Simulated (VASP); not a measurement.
A run of VASP 6.6.1:

File INCAR:

```
SYSTEM = Li
PREC = Accurate ; ENCUT = 520
EDIFF = 1E-6 ; ISMEAR = -1
SIGMA = 0.1 ; LREAL = .FALSE.
LASPH = .TRUE. ; NELM = 100
ALGO = Normal ; ISIF = 2
LWAVE = .FALSE. ; LCHARG = .FALSE.
GGA = RP ; NBANDS = 12
```

KPOINTS

```
regular mesh
0
G
  13 13 13
  0 0 0
```

POSCAR

```
Li
1.0
    1.5522956015      0.8962182834      7.5681729408
   -1.5522956015      0.8962182834      7.5681729408
    0.0000000000     -1.7924365668      7.5681729408
Li
3
Direct
    0.0000000000      0.0000000000      1.0000000000
    0.2222671044      0.2222671044      0.2222671044
    0.7777328956      0.7777328956      0.7777328956
```

Potentials or basis: VASP PAW PBE potentials, release 64 (Li_sv).

The run is started by

```sh
$ cat potpaw_PBE.64/Li_sv/POTCAR > POTCAR
$ mpirun -np 1 vasp_std > vasp.out
```

Hardware: 1 thread of Oxide Virtual Turin-like Processor, on a shared host.

Problem. Estimate the wall time of this run.

Solution. Wall time 9.8 min on 1 thread of Oxide Virtual Turin-like Processor (shared host), peak memory 0.48 GiB. Counts: scf iterations 10, k points 231.
